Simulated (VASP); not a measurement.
# MnO (Fm-3m) in VASP: settings compared

The runs below take MnO through relaxation of cell and atoms, single point, with PBEsol, PBE.

Everything below comes from runs of VASP 6.6.1. Logs are shortened: lines on timing, memory, paths and dates and some standing lists are left out, and cuts for length are marked.

## (1) The cell of the first run

It takes space group Fm-3m (No. 225, cubic). Conventional cell: a = 4.448 Å, b = 4.448 Å, c = 4.448 Å, α = 90.00°, β = 90.00°, γ = 90.00°. Within 2.9 Å of Mn (site symmetry m-3m) lie 6 O at 2.22 Å. Within 2.9 Å of O (site symmetry m-3m) lie 6 Mn at 2.22 Å.

## (2) Relaxation of cell and atoms, PBEsol, collinear spin, ferromagnetic start, target pressure 10 GPa, at which the enthalpy is minimised

INCAR

```
  PREC = Accurate
  ENCUT = 600
  EDIFF = 1E-6
  ISMEAR = -1
  SIGMA = 0.05
  LREAL = False
  LASPH = True
  NELM = 150
  ALGO = Normal
  ISIF = 3
  LWAVE = False
  LCHARG = False
  ISPIN = 2
  MAGMOM = 4 0
  LORBIT = 11
  LMAXMIX = 4
  GGA = PS
  IBRION = 2
  NSW = 80
  EDIFFG = -0.01
  PSTRESS = 100.0
```

KPOINTS

```
regular mesh
0
Gamma
  10 10 10
```

POSCAR

```
MnO
1.0
    0.0000000000      2.2239077028      2.2239077028
    2.2239077028      0.0000000000      2.2239077028
    2.2239077028      2.2239077028      0.0000000000
Mn O
1 1
Direct
    0.0000000000      0.0000000000      0.0000000000
    0.5000000000      0.5000000000      0.5000000000
```

Potentials or basis: VASP PAW PBE potentials, release 64 (Mn_pv, O).

Started as:

```bash
> cat potpaw_PBE.64/Mn_pv/POTCAR potpaw_PBE.64/O/POTCAR > POTCAR
> mpirun -np 1 vasp_std > vasp.out
```

OUTCAR:

```text
PREC = Accurate
   ENCUT = 600
   EDIFF = 1E-6
   ISMEAR = -1
   LREAL = False
   LASPH = True
   NELM = 150
   ISIF = 3
   ISPIN = 2
   LORBIT = 11
   GGA = PS
   IBRION = 2
   NSW = 80
   EDIFFG = -0.01
   PSTRESS = 100.0

 ion  position               nearest neighbor table
   1  0.000  0.000  0.000-   2 2.22   2 2.22   2 2.22   2 2.22   2 2.22   2 2.22
   2  0.500  0.500  0.500-   1 2.22   1 2.22   1 2.22   1 2.22   1 2.22   1 2.22

  LATTYP: Found a face centered cubic cell.
 ALAT       =     4.4478154056

  Lattice vectors:

 A1 = (   0.0000000000,   2.2239077028,   2.2239077028)
 A2 = (   2.2239077028,   0.0000000000,   2.2239077028)
 A3 = (   2.2239077028,   2.2239077028,   0.0000000000)

Analysis of symmetry for initial positions (statically):
=====================================================================
 Subroutine PRICEL returns:
 Original cell was already a primitive cell.

 Routine SETGRP: Setting up the symmetry group for a
 face centered cubic supercell.

 Subroutine GETGRP returns: Found 48 space group operations
 (whereof 48 operations were pure point group operations)
 out of a pool of 48 trial point group operations.

The static configuration has the point symmetry O_h .

Analysis of symmetry for dynamics (positions and initial velocities):
=====================================================================
 Subroutine PRICEL returns:
 Original cell was already a primitive cell.

 Routine SETGRP: Setting up the symmetry group for a
 face centered cubic supercell.

 Subroutine GETGRP returns: Found 48 space group operations
 (whereof 48 operations were pure point group operations)
 out of a pool of 48 trial point group operations.

The dynamic configuration has the point symmetry O_h .

Analysis of structural, dynamic, and magnetic symmetry:
=====================================================================
 Subroutine PRICEL returns:
 Original cell was already a primitive cell.

 Routine SETGRP: Setting up the symmetry group for a
 face centered cubic supercell.

 Subroutine GETGRP returns: Found 48 space group operations
 (whereof 48 operations were pure point group operations)
 out of a pool of 48 trial point group operations.

The overall configuration has the point symmetry O_h .

 Subroutine INISYM returns: Found 48 space group operations
 (whereof 48 operations are pure point group operations),
 and found     1 'primitive' translations

----------------------------------------------------------------------------------------

                                     Primitive cell

  volume of cell :      21.9979

  direct lattice vectors                    reciprocal lattice vectors
     0.000000000  2.223907703  2.223907703    -0.224829474  0.224829474  0.224829474
     2.223907703  0.000000000  2.223907703     0.224829474 -0.224829474  0.224829474
     2.223907703  2.223907703  0.000000000     0.224829474  0.224829474 -0.224829474

  length of vectors
     3.145080435  3.145080435  3.145080435     0.389416073  0.389416073  0.389416073

  position of ions in fractional coordinates (direct lattice)
     0.000000000  0.000000000  0.000000000
     0.500000000  0.500000000  0.500000000

  ion indices of the primitive-cell ions
   primitive index   ion index
                 1           1
                 2           2

----------------------------------------------------------------------------------------

 KPOINTS: regular mesh

Automatic generation of k-mesh.
 Grid dimensions read from file:
 generate k-points for:   10   10   10

 Generating k-lattice:

  Cartesian coordinates                     Fractional coordinates (reciprocal lattice)
    -0.022482947  0.022482947  0.022482947     0.100000000  0.000000000  0.000000000
     0.022482947 -0.022482947  0.022482947     0.000000000  0.100000000  0.000000000
     0.022482947  0.022482947 -0.022482947     0.000000000  0.000000000  0.100000000

  Length of vectors
     0.038941607  0.038941607  0.038941607

  Shift w.r.t. Gamma in fractional coordinates (k-lattice)
     0.000000000  0.000000000  0.000000000

 Subroutine IBZKPT returns following result:
 ===========================================

 Found     47 irreducible k-points:

 Following reciprocal coordinates:
            Coordinates               Weight
  0.000000  0.000000  0.000000      1.000000
  0.100000  0.000000  0.000000      8.000000
  0.200000  0.000000  0.000000      8.000000
  0.300000  0.000000  0.000000      8.000000
  0.400000  0.000000  0.000000      8.000000
  0.500000  0.000000  0.000000      4.000000
[... 16 lines left out ...]
  0.300000  0.300000  0.000000      6.000000
  0.400000  0.300000  0.000000     24.000000
 [... further k-points ...]
   k-points           NKPTS =     47   k-points in BZ     NKDIM =     47   number of bands    NBANDS=     15
   number of dos      NEDOS =    301   number of ions     NIONS =      2
   total plane-waves  NPLWV =  21952
   dimension x,y,z NGX =    28 NGY =   28 NGZ =   28
   dimension x,y,z NGXF=    56 NGYF=   56 NGZF=   56
   ions per type =               1   1
   NGX,Y,Z   is equivalent  to a cutoff of  14.80, 14.80, 14.80 a.u.
   NGXF,Y,Z  is equivalent  to a cutoff of  29.60, 29.60, 29.60 a.u.
 SYSTEM =  unknown system
   PREC   = accura    normal or accurate (medium, high low for compatibility)
   ISTART =      0    job   : 0-new  1-cont  2-samecut
   ICHARG =      2    charge: 1-file 2-atom 10-const
   ISPIN  =      2    spin polarized calculation?
   LNONCOLLINEAR =      F non collinear calculations
   LSORBIT =      F    spin-orbit coupling
   LASPH  =      T    aspherical Exc in radial PAW
   ENCUT  =  600.0 eV  44.10 Ry    6.64 a.u.   6.28  6.28  6.28*2*pi/ulx,y,z
   NELM   =    150;   NELMIN=  2; NELMDL= -5     # of ELM steps
   EDIFF  = 0.1E-05   stopping-criterion for ELM
   LREAL  =      F    real-space projection
   EDIFFG = -.1E-01   stopping-criterion for IOM
   NSW    =     80    number of steps for IOM
   IBRION =      2    ionic relax: 0-MD 1-quasi-New 2-CG
   NFREE  =      1    steps in history (QN), initial steepest desc. (CG)
   ISIF   =      3    stress and relaxation
   ISYM   =      2    0-nonsym 1-usesym 2-fastsym
   POTIM  = 0.5000    time-step for ionic-motion
   TEBEG  =    0.0;   TEEND  =   0.0 temperature during run
   PSTRESS=  100.0 pullay stress
   NELECT =      19.0000    total number of electrons
   NUPDOWN=      -1.0000    fix difference up-down
   EMIN   =  10.00;   EMAX   =-10.00  energy-range for DOS
   EFERMI =   0.00;   METHOD = LEGACY
   ISMEAR =    -1;   SIGMA  =   0.05  broadening in eV -4-tet -1-fermi 0-gaus
   EFERMI_NEDOS =   21; number of points for ismear=-14 and -15
   IALGO  =     38    algorithm
   IMIX   =      4    mixing-type and parameters
     AMIX     =   0.40;   BMIX     =  1.00
     AMIX_MAG =   1.60;   BMIX_MAG =  1.00
  volume/ion in A,a.u.               =      11.00        74.22
  Fermi-wavevector in a.u.,A,eV,Ry     =   1.559071  2.946217 33.071721  2.430703
  Thomas-Fermi vector in A             =   2.662483
   LORBIT       =     11    0 simple, 1 ext, 2 COOP (PROOUT), +10 PAW based schemes
   GGA     = PS    functional components
   LHFCALC =     F    Hartree Fock is set to
   AEXX    =    0.0000 exact exchange contribution
   IVDW    =     0    specifies the selected vdW correction
   LEPSILON=     F    determine dielectric tensor
   LRPA    =     F    only Hartree local field effects (RPA)
 conjugate gradient relaxation of ions
 spin polarized calculation
  energy-cutoff  :      600.00
  volume of cell :       22.00
 maximum number of plane-waves:       754
 NGX is ok and might be reduce to    28
   NGX = 13   NGY = 13   NGZ = 13

--------------------------------------- Ionic step        1  -------------------------------------------

 number of electron      18.9999997 magnetization       4.7663152

 Free energy of the ion-electron system (eV)
  ---------------------------------------------------
  ext. energy  EPLUGINS =         0.00000000
  ---------------------------------------------------
  free energy    TOTEN  =       -17.21816716 eV

  energy without entropy =      -17.20944399  energy(sigma->0) =      -17.21380557

------------------------ aborting loop because EDIFF is reached ----------------------------------------

  FORCE on cell =-STRESS in cart. coord.  units (eV):
  Direction    XX          YY          ZZ          XY          YZ          ZX
  --------------------------------------------------------------------------------------
  -------------------------------------------------------------------------------------
  Total       -0.9748704     -0.9748704     -0.9748704      0.0000000      0.0000000     -0.0000000
  in kB      -71.0030816    -71.0030816    -71.0030816      0.0000000      0.0000000     -0.0000000
  external PRESSURE =    -171.0030816 kB  Pullay stress =     100.0000000 kB
[... 97 lines left out ...]
  energy  without entropy=      -17.2164699524  energy(sigma->0) =      -17.21983713

  enthalpy is  TOTEN    =       -16.0407197127 eV   P V=        1.1824845898

[... ionic steps 4 to 11 ...]

--------------------------------------- Ionic step       12  -------------------------------------------

 number of electron      18.9999999 magnetization       4.2496347

------------------------ aborting loop because EDIFF is reached ----------------------------------------
[... 71 lines left out ...]
--------------------------------------- Ionic step       14  -------------------------------------------

 number of electron      18.9999999 magnetization       4.2481270

 Free energy of the ion-electron system (eV)
  ---------------------------------------------------
  ext. energy  EPLUGINS =         0.00000000
  ---------------------------------------------------
  free energy    TOTEN  =       -17.22528524 eV

  energy without entropy =      -17.21866546  energy(sigma->0) =      -17.22197535

 E-fermi :   9.3757     XC(G=0): -12.9827

 val. band max:        9.3622064874   @ k =   0.4000   0.2000   0.1000
 cond. band min:       9.4204415167   @ k =   0.0000   0.0000   0.0000
 fundamental gap:      0.0582350293
 Fermi energy:         9.3756603175

 spin component 1

 k-point     1 :       0.0000    0.0000    0.0000
  band No.  band energies     occupation
      1     -40.7951      1.00000
      2     -40.7951      1.00000
      3     -40.7951      1.00000
      4     -12.2941      1.00000
      5       4.7728      1.00000
      6       4.7728      1.00000
      7       4.7728      1.00000
      8       5.9470      1.00000
      9       5.9470      1.00000
     10       5.9470      1.00000
     11       6.5934      1.00000
     12       6.5934      1.00000
     13       9.4694      0.13297
     14      23.5538      0.00000
[... 403 lines left out ...]
      4     -11.2074      1.00000
      5       0.9246      1.00000
      6       3.0960      1.00000
      7       3.3924      1.00000
      8       5.2378      1.00000
      9       7.2315      1.00000
     10       7.5475      1.00000
     11       7.6669      1.00000
     12       8.2783      1.00000
     13      15.0204      0.00000
     14      19.1005      0.00000
     15      20.3060      0.00000

 [... further k-points ...]

 spin component 2

 k-point     1 :       0.0000    0.0000    0.0000
  band No.  band energies     occupation
      1     -36.6222      1.00000
      2     -36.6222      1.00000
      3     -36.6222      1.00000
      4     -11.8620      1.00000
      5       5.1551      1.00000
      6       5.1551      1.00000
      7       5.1551      1.00000
      8       9.4204      0.28995
      9       9.4204      0.28995
     10       9.4204      0.28995
     11      10.2204      0.00000
     12      10.2204      0.00000
     13      10.5641      0.00000
     14      24.0938      0.00000
[... 448 lines left out ...]
  energy  without entropy=      -17.2186654611  energy(sigma->0) =      -17.22197535

  enthalpy is  TOTEN    =       -16.0407190352 eV   P V=        1.1845662018

 reached required accuracy - stopping structural energy minimisation

 total charge

# of ion       s       p       d       tot
------------------------------------------
    1        0.232   6.233   5.082  11.546
    2        1.555   3.446   0.000   5.001
--------------------------------------------------
tot          1.787   9.679   5.082  16.547

 magnetization (x)

# of ion       s       p       d       tot
------------------------------------------
    1        0.030   0.026   3.854   3.910
    2        0.033   0.133   0.000   0.166
--------------------------------------------------
tot          0.063   0.159   3.854   4.076
```

It took 6.8 min on 1 thread of Intel Xeon 8259CL, shared host; peak memory 0.2 GiB.

What came out:

- Free energy: -17.2253 eV
- Relaxed volume: 9.49 Å³/atom
- Relaxed cell: a = 2.994 Å, b = 2.994 Å, c = 2.994 Å, α = 60.00°, β = 60.00°, γ = 60.00°
- Space group after relaxing (to 0.1 Å): Fm-3m (No. 225)
- Energy change on relaxing (the run minimises the enthalpy): -3.6 meV/atom
- Ionic steps: 14
- Pressure after relaxing: 9.9 GPa
- Net moment: 4.25 μB per cell
- Site moments: Mn +3.91; O +0.17 μB
- Valence electrons inside the program's atomic spheres: Mn 11.55; O 5.00

Step by step:
```csv
step,energy change (eV),largest force (eV/Å),pressure (GPa),volume (Å³)
1,0.0000,0.0000,-7.10,22.00
2,0.0324,0.0000,15.02,18.47
3,-0.0050,0.0000,10.23,18.95
4,-0.0086,0.0000,9.59,19.00
5,-0.0085,0.0000,9.58,19.00
6,-0.0083,0.0000,9.63,19.00
7,-0.0083,0.0000,9.65,19.00
8,-0.0083,0.0000,9.63,19.00
9,-0.0083,0.0000,9.62,19.00
10,-0.0082,0.0000,9.62,19.00
11,-0.0081,0.0000,9.61,19.00
12,-0.0080,0.0000,9.67,18.99
13,-0.0077,0.0000,9.73,18.99
14,-0.0071,0.0000,9.93,18.98
```

Final structure:
```yaml
crystal:
  lattice:
    - [0.00000, 2.11713, 2.11713]
    - [2.11713, 0.00000, 2.11713]
    - [2.11713, 2.11713, 0.00000]
  atoms:
    - { symbol: Mn, position: [0.00000, 0.00000, 0.00000] }
    - { symbol: O, position: [0.50000, 0.50000, 0.50000] }
```

Levels at points of the mesh, in eV from the Fermi level:
Spin up:
```
           k point  band 9  band 10  band 11  band 12  band 13  band 14  band 15
(0.00, 0.00, 0.00)   -3.43    -3.43    -2.78    -2.78     0.09    14.18    17.43
(0.50, 0.00, 0.00)   -2.23    -1.76     0.61     0.61     3.65     8.92    12.72
(0.50, 0.50, 0.00)   -2.21    -1.85    -1.85    -1.58     6.01     8.49    11.14
```
Spin down:
```tsv
k point	band 4	band 5	band 6	band 7	band 8	band 9	band 10	band 11
(0.00, 0.00, 0.00)	-21.24	-4.22	-4.22	-4.22	0.04	0.04	0.04	0.84
(0.50, 0.00, 0.00)	-19.91	-8.88	-6.09	-6.09	1.60	1.61	1.61	3.73
(0.50, 0.50, 0.00)	-20.04	-7.71	-5.33	-5.33	-1.91	1.58	2.09	2.15
```

Caveat: the cell is relaxed towards a set pressure, so the run minimises the enthalpy, not the energy; the PAW data sets were made with another functional, which shifts forces and pressure a little; a cell with one magnetic atom can't hold antiferromagnetic order, which such compounds often take; semilocal functionals often make such compounds metallic where correlation or magnetic order opens a gap, which also shifts bond lengths.

[end of part 1 of 3]
